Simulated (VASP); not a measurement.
Here is a VASP 6.6.1 calculation.

INCAR

```
SYSTEM = AlNi3
  PREC = Accurate
  ENCUT = 520
  EDIFF = 1E-7
  ISMEAR = -1
  SIGMA = 0.05
  LREAL = .FALSE.
  LASPH = .TRUE.
  NELM = 150
  ALGO = Normal
  ISIF = 2
  LWAVE = .FALSE.
  LCHARG = .FALSE.
  ISPIN = 2
  MAGMOM = 1 1 1 0
  LORBIT = 11
  LMAXMIX = 4
  NBANDS = 28
```

The input KPOINTS:

```
Automatic mesh
0
G
  8 8 8
  0 0 0
```

Contents of POSCAR:

```
AlNi3
1.0
    3.4994093517      0.0000000000      0.0000000000
    0.0000000000      3.4994093517      0.0000000000
    0.0000000000      0.0000000000      3.4994093517
Ni Al
3 1
Direct
    0.5000000000      0.5000000000      0.0000000000
    0.5000000000      0.0000000000      0.5000000000
    0.0000000000      0.5000000000      0.5000000000
    0.0000000000      0.0000000000      0.0000000000
```

Potentials or basis: VASP PAW LDA potentials, release 64 (Ni, Al).

The run is started by

```console
$ cat potpaw_LDA.64/Ni/POTCAR potpaw_LDA.64/Al/POTCAR > POTCAR
$ mpirun -np 1 vasp_std > vasp.out
```

Task: Estimate the site moments.

Result: Ni +0.11; Al -0.00 μB.

Task: Estimate the pressure.

Result: -3.2 GPa.

Task: Predict the net moment.

Result: 0.33 μB per cell.
